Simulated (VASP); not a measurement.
# MgO (Fm-3m) in VASP: single point with r2SCAN

Aim: the single point of MgO with r2SCAN.

Everything below comes from runs of VASP 6.6.1. Logs are shortened: lines on timing, memory, paths and dates and some standing lists are left out, and cuts for length are marked.

**The experiment to reproduce.**

From “Electronic structure of alkaline earth and post-transition metal oxides”, 2009, arxiv:0908.1581, for a bulk crystal of MgO: band gap 7.83 eV.

The runs below are set against these values where they give the same quantity.

## Step 1: The cell of the first run

Symmetry: Fm-3m, No. 225, cubic system. The conventional cell has a = 4.214 Å, b = 4.214 Å, c = 4.214 Å, α = 90.00°, β = 90.00°, γ = 90.00°. Mg (site symmetry m-3m) has 6 O at 2.11 Å within 2.8 Å. Within 2.8 Å of O (site symmetry m-3m) lie 6 Mg at 2.11 Å.

## Step 2: Single point, r2SCAN

Input file POSCAR:

```
MgO
1.0
    0.0000000000      2.1070840251      2.1070840251
    2.1070840251      0.0000000000      2.1070840251
    2.1070840251      2.1070840251      0.0000000000
Mg O
1 1
Direct
    0.0000000000      0.0000000000      0.0000000000
    0.5000000000      0.5000000000      0.5000000000
```

Input file INCAR.step1:

```
SYSTEM = MgO
  ALGO = Normal
  EDIFF = 1E-5
  ENCUT = 920
  GGA = PE
  GGA_COMPAT = .FALSE.
  ISMEAR = 0
  LASPH = .TRUE.
  LCHARG = .FALSE.
  LREAL = .FALSE.
  LWAVE = .TRUE.
  NBANDS = 15
  NELM = 120
  PREC = Accurate
  SIGMA = 0.02
```

Input file INCAR.step2:

```
SYSTEM = MgO
  ALGO = Normal
  EDIFF = 1E-6
  ENCUT = 920
  GGA_COMPAT = .FALSE.
  ISIF = 2
  ISMEAR = 0
  ISTART = 1
  LASPH = .TRUE.
  LCHARG = .FALSE.
  LMIXTAU = .TRUE.
  LREAL = .FALSE.
  LWAVE = .FALSE.
  METAGGA = R2SCAN
  NBANDS = 15
  NELM = 120
  PREC = Accurate
  SIGMA = 0.02
```

Input file KPOINTS:

```
k-points
0
G
  10 10 10
  0 0 0
```

Potentials or basis: VASP PAW PBE potentials, release 64 (Mg_sv, O).

Launch:

```bash
cat potpaw_PBE.64/Mg_sv/POTCAR potpaw_PBE.64/O/POTCAR > POTCAR
cp INCAR.step1 INCAR
mpirun -np 1 vasp_std > vasp.out
cp INCAR.step2 INCAR
mpirun -np 1 vasp_std > vasp.out
```

OUTCAR:

```text
SYSTEM = MgO
   EDIFF = 1E-6
   ENCUT = 920
   ISIF = 2
   ISMEAR = 0
   ISTART = 1
   LASPH = .TRUE.
   LREAL = .FALSE.
   METAGGA = R2SCAN
   NELM = 120
   PREC = Accurate

 ion  position               nearest neighbor table
   1  0.000  0.000  0.000-   2 2.11   2 2.11   2 2.11   2 2.11   2 2.11   2 2.11
   2  0.500  0.500  0.500-   1 2.11   1 2.11   1 2.11   1 2.11   1 2.11   1 2.11

  LATTYP: Found a face centered cubic cell.
 ALAT       =     4.2141680502

  Lattice vectors:

 A1 = (   0.0000000000,   2.1070840251,   2.1070840251)
 A2 = (   2.1070840251,   0.0000000000,   2.1070840251)
 A3 = (   2.1070840251,   2.1070840251,   0.0000000000)

Analysis of symmetry for initial positions (statically):
=====================================================================
 Subroutine PRICEL returns:
 Original cell was already a primitive cell.

 Routine SETGRP: Setting up the symmetry group for a
 face centered cubic supercell.

 Subroutine GETGRP returns: Found 48 space group operations
 (whereof 48 operations were pure point group operations)
 out of a pool of 48 trial point group operations.

The static configuration has the point symmetry O_h .

Analysis of symmetry for dynamics (positions and initial velocities):
=====================================================================
 Subroutine PRICEL returns:
 Original cell was already a primitive cell.

 Routine SETGRP: Setting up the symmetry group for a
 face centered cubic supercell.

 Subroutine GETGRP returns: Found 48 space group operations
 (whereof 48 operations were pure point group operations)
 out of a pool of 48 trial point group operations.

The dynamic configuration has the point symmetry O_h .

 Subroutine INISYM returns: Found 48 space group operations
 (whereof 48 operations are pure point group operations),
 and found     1 'primitive' translations

----------------------------------------------------------------------------------------

                                     Primitive cell

  volume of cell :      18.7101

  direct lattice vectors                    reciprocal lattice vectors
     0.000000000  2.107084025  2.107084025    -0.237294761  0.237294761  0.237294761
     2.107084025  0.000000000  2.107084025     0.237294761 -0.237294761  0.237294761
     2.107084025  2.107084025  0.000000000     0.237294761  0.237294761 -0.237294761

  length of vectors
     2.979866805  2.979866805  2.979866805     0.411006582  0.411006582  0.411006582

  position of ions in fractional coordinates (direct lattice)
     0.000000000  0.000000000  0.000000000
     0.500000000  0.500000000  0.500000000

  ion indices of the primitive-cell ions
   primitive index   ion index
                 1           1
                 2           2

----------------------------------------------------------------------------------------

 KPOINTS: k-points

Automatic generation of k-mesh.
 Grid dimensions read from file:
 generate k-points for:   10   10   10

 Generating k-lattice:

  Cartesian coordinates                     Fractional coordinates (reciprocal lattice)
    -0.023729476  0.023729476  0.023729476     0.100000000  0.000000000  0.000000000
     0.023729476 -0.023729476  0.023729476     0.000000000  0.100000000  0.000000000
     0.023729476  0.023729476 -0.023729476     0.000000000  0.000000000  0.100000000

  Length of vectors
     0.041100658  0.041100658  0.041100658

  Shift w.r.t. Gamma in fractional coordinates (k-lattice)
     0.000000000  0.000000000  0.000000000

 Subroutine IBZKPT returns following result:
 ===========================================

 Found     47 irreducible k-points:

 Following reciprocal coordinates:
            Coordinates               Weight
  0.000000  0.000000  0.000000      1.000000
  0.100000  0.000000  0.000000      8.000000
  0.200000  0.000000  0.000000      8.000000
  0.300000  0.000000  0.000000      8.000000
  0.400000  0.000000  0.000000      8.000000
  0.500000  0.000000  0.000000      4.000000
[... 16 lines left out ...]
  0.300000  0.300000  0.000000      6.000000
  0.400000  0.300000  0.000000     24.000000
 [... further k-points ...]
   k-points           NKPTS =     47   k-points in BZ     NKDIM =     47   number of bands    NBANDS=     15
   number of dos      NEDOS =    301   number of ions     NIONS =      2
   total plane-waves  NPLWV =  27000
   dimension x,y,z NGX =    30 NGY =   30 NGZ =   30
   dimension x,y,z NGXF=    60 NGYF=   60 NGZF=   60
   ions per type =               1   1
   NGX,Y,Z   is equivalent  to a cutoff of  16.74, 16.74, 16.74 a.u.
   NGXF,Y,Z  is equivalent  to a cutoff of  33.47, 33.47, 33.47 a.u.
 SYSTEM =  MgO
   PREC   = accura    normal or accurate (medium, high low for compatibility)
   ISTART =      1    job   : 0-new  1-cont  2-samecut
   ICHARG =      0    charge: 1-file 2-atom 10-const
   ISPIN  =      1    spin polarized calculation?
   LNONCOLLINEAR =      F non collinear calculations
   LSORBIT =      F    spin-orbit coupling
   LASPH  =      T    aspherical Exc in radial PAW
   ENCUT  =  920.0 eV  67.62 Ry    8.22 a.u.   7.37  7.37  7.37*2*pi/ulx,y,z
   NELM   =    120;   NELMIN=  2; NELMDL=  0     # of ELM steps
   EDIFF  = 0.1E-05   stopping-criterion for ELM
   LREAL  =      F    real-space projection
   EDIFFG = 0.1E-04   stopping-criterion for IOM
   NSW    =      0    number of steps for IOM
   IBRION =     -1    ionic relax: 0-MD 1-quasi-New 2-CG
   NFREE  =      0    steps in history (QN), initial steepest desc. (CG)
   ISIF   =      2    stress and relaxation
   ISYM   =      2    0-nonsym 1-usesym 2-fastsym
   POTIM  = 0.5000    time-step for ionic-motion
   TEBEG  =    0.0;   TEEND  =   0.0 temperature during run
   PSTRESS=    0.0 pullay stress
   NELECT =      16.0000    total number of electrons
   NUPDOWN=      -1.0000    fix difference up-down
   EMIN   =  10.00;   EMAX   =-10.00  energy-range for DOS
   EFERMI =   0.00;   METHOD = LEGACY
   ISMEAR =     0;   SIGMA  =   0.02  broadening in eV -4-tet -1-fermi 0-gaus
   EFERMI_NEDOS =   21; number of points for ismear=-14 and -15
   IALGO  =     38    algorithm
   IMIX   =      4    mixing-type and parameters
     AMIX     =   0.40;   BMIX     =  1.00
     AMIX_MAG =   1.60;   BMIX_MAG =  1.00
  volume/ion in A,a.u.               =       9.36        63.13
  Fermi-wavevector in a.u.,A,eV,Ry     =   1.553900  2.936445 32.852684  2.414604
  Thomas-Fermi vector in A             =   2.658064
   LORBIT       =      0    0 simple, 1 ext, 2 COOP (PROOUT), +10 PAW based schemes
   METAGGA = R2SCAN    functional components
   LHFCALC =     F    Hartree Fock is set to
   AEXX    =    0.0000 exact exchange contribution
   IVDW    =     0    specifies the selected vdW correction
   LEPSILON=     F    determine dielectric tensor
   LRPA    =     F    only Hartree local field effects (RPA)
 non-spin polarized calculation
 Gauss-broadening in eV      SIGMA  =   0.02
  energy-cutoff  :      920.00
  volume of cell :       18.71
 maximum number of plane-waves:      1243
 NGX is ok and might be reduce to    30
   NGX = 15   NGY = 15   NGZ = 15

 number of electron      15.9999997 magnetization

 Free energy of the ion-electron system (eV)
  ---------------------------------------------------
  ext. energy  EPLUGINS =         0.00000000
  ---------------------------------------------------
  free energy    TOTEN  =       -16.15482364 eV

  energy without entropy =      -16.15482364  energy(sigma->0) =      -16.15482364

 E-fermi :   2.6873     XC(G=0): -12.0329

 val. band max:        2.4950731580   @ k =   0.0000   0.0000   0.0000
 cond. band min:       8.1254985546   @ k =   0.0000   0.0000   0.0000
 fundamental gap:      5.6304253967
 Fermi energy:         2.6873489677

 k-point     1 :       0.0000    0.0000    0.0000
  band No.  band energies     occupation
      1     -72.4822      2.00000
      2     -37.5687      2.00000
      3     -37.5687      2.00000
      4     -37.5687      2.00000
      5     -15.6846      2.00000
      6       2.4951      2.00000
      7       2.4951      2.00000
      8       2.4951      2.00000
      9       8.1255      0.00000
     10      19.3483      0.00000
     11      19.3483      0.00000
     12      19.3483      0.00000
     13      23.4495      0.00000
     14      25.2810      0.00000
     15      25.2810      0.00000

 k-point     2 :       0.1000    0.0000    0.0000
  band No.  band energies     occupation
      1     -72.4813      2.00000
      2     -37.5768      2.00000
      3     -37.5694      2.00000
      4     -37.5694      2.00000
      5     -15.5782      2.00000
      6       1.8701      2.00000
      7       2.4257      2.00000
      8       2.4257      2.00000
      9       8.7382      0.00000
     10      18.1005      0.00000
     11      19.6018      0.00000
     12      19.6018      0.00000
     13      24.5878      0.00000
     14      24.5878      0.00000
     15      25.1583      0.00000

 k-point     3 :       0.2000    0.0000    0.0000
  band No.  band energies     occupation
      1     -72.4792      2.00000
      2     -37.5981      2.00000
      3     -37.5715      2.00000
      4     -37.5715      2.00000
      5     -15.2870      2.00000
      6       0.5605      2.00000
      7       2.2498      2.00000
      8       2.2498      2.00000
      9       9.9498      0.00000
     10      16.5886      0.00000
     11      20.1268      0.00000
     12      20.1268      0.00000
     13      23.8971      0.00000
     14      23.8971      0.00000
     15      26.3174      0.00000

 k-point     4 :       0.3000    0.0000    0.0000
  band No.  band energies     occupation
      1     -72.4766      2.00000
      2     -37.6243      2.00000
      3     -37.5740      2.00000
      4     -37.5740      2.00000
      5     -14.8975      2.00000
      6      -0.7682      2.00000
      7       2.0424      2.00000
      8       2.0424      2.00000
      9      10.9116      0.00000
     10      15.9427      0.00000
     11      20.2941      0.00000
     12      20.2941      0.00000
     13      24.3554      0.00000
     14      24.3554      0.00000
     15      25.7486      0.00000
[... 307 lines left out ...]
 k-point    22 :      -0.2000    0.2000    0.0000
  band No.  band energies     occupation
      1     -72.4758      2.00000
      2     -37.6195      2.00000
      3     -37.5894      2.00000
      4     -37.5731      2.00000
      5     -14.7869      2.00000
      6      -0.5732      2.00000
      7       1.1641      2.00000
      8       2.0360      2.00000
      9      11.8989      0.00000
     10      15.4315      0.00000
     11      18.8461      0.00000
     12      21.5985      0.00000
     13      22.1086      0.00000
     14      25.2686      0.00000
     15      28.9862      0.00000

 k-point    23 :       0.3000    0.3000    0.0000
  band No.  band energies     occupation
      1     -72.4750      2.00000
      2     -37.6169      2.00000
      3     -37.5868      2.00000
      4     -37.5868      2.00000
      5     -14.7149      2.00000
      6      -0.6330      2.00000
      7       1.5488      2.00000
      8       1.5488      2.00000
      9      12.3581      0.00000
     10      13.8809      0.00000
     11      18.1815      0.00000
     12      21.7377      0.00000
     13      21.7377      0.00000
     14      28.0259      0.00000
     15      31.5209      0.00000

 k-point    24 :       0.4000    0.3000    0.0000
  band No.  band energies     occupation
      1     -72.4734      2.00000
      2     -37.6271      2.00000
      3     -37.5921      2.00000
      4     -37.5897      2.00000
      5     -14.4801      2.00000
      6      -1.0604      2.00000
      7       1.1863      2.00000
      8       1.3985      2.00000
      9      13.1065      0.00000
     10      13.6489      0.00000
     11      17.3264      0.00000
     12      22.0246      0.00000
     13      22.2416      0.00000
     14      28.8238      0.00000
     15      31.0235      0.00000

 [... further k-points ...]
[... 5 lines left out ...]
  --------------------------------------------------------------------------------------
  -------------------------------------------------------------------------------------
  Total       -0.0765591     -0.0765591     -0.0765591      0.0000000      0.0000000      0.0000000
  in kB       -6.5558954     -6.5558954     -6.5558954      0.0000000      0.0000000      0.0000000
  external PRESSURE =      -6.5558954 kB  Pullay stress =       0.0000000 kB

 VOLUME and BASIS-vectors are now :
 -----------------------------------------------------------------------------
  energy-cutoff  :      920.00
  volume of cell :       18.71
      direct lattice vectors                 reciprocal lattice vectors
     0.000000000  2.107084025  2.107084025    -0.237294761  0.237294761  0.237294761
     2.107084025  0.000000000  2.107084025     0.237294761 -0.237294761  0.237294761
     2.107084025  2.107084025  0.000000000     0.237294761  0.237294761 -0.237294761

 POSITION                                       TOTAL-FORCE (eV/Angst)
 -----------------------------------------------------------------------------------
      0.00000      0.00000      0.00000        -0.000000     -0.000000      0.000000
      2.10708      2.10708      2.10708         0.000000      0.000000      0.000000
 -----------------------------------------------------------------------------------
    total drift:                                0.000000      0.000000      0.000000

  FREE ENERGIE OF THE ION-ELECTRON SYSTEM (eV)
  ---------------------------------------------------
  free  energy   TOTEN  =       -16.1548236402 eV

  energy  without entropy=      -16.1548236402  energy(sigma->0) =      -16.15482364
```

It took 2.9 min on 1 thread of Intel Xeon Platinum 8375C at 2.90GHz (Ice Lake), shared host; peak memory 0.18 GiB.

What came out:

| Property | Result |
| --- | --- |
| Free energy | -16.1548 eV |
| Pressure | -0.7 GPa |
| Band gap on the k mesh | 5.63 eV |

Caveat: the PAW data sets were made with another functional, which shifts forces and pressure a little.

## Step 3: Comparison with measurements

Step 2. Against the measured gap of MgO, 7.83 eV (quoted in “Electronic structure of alkaline earth and post-transition metal oxides”, 2009, arxiv:0908.1581), the calculated 5.63 eV is off by -2.20 eV. The value is that of r2SCAN, without temperature or zero-point motion.
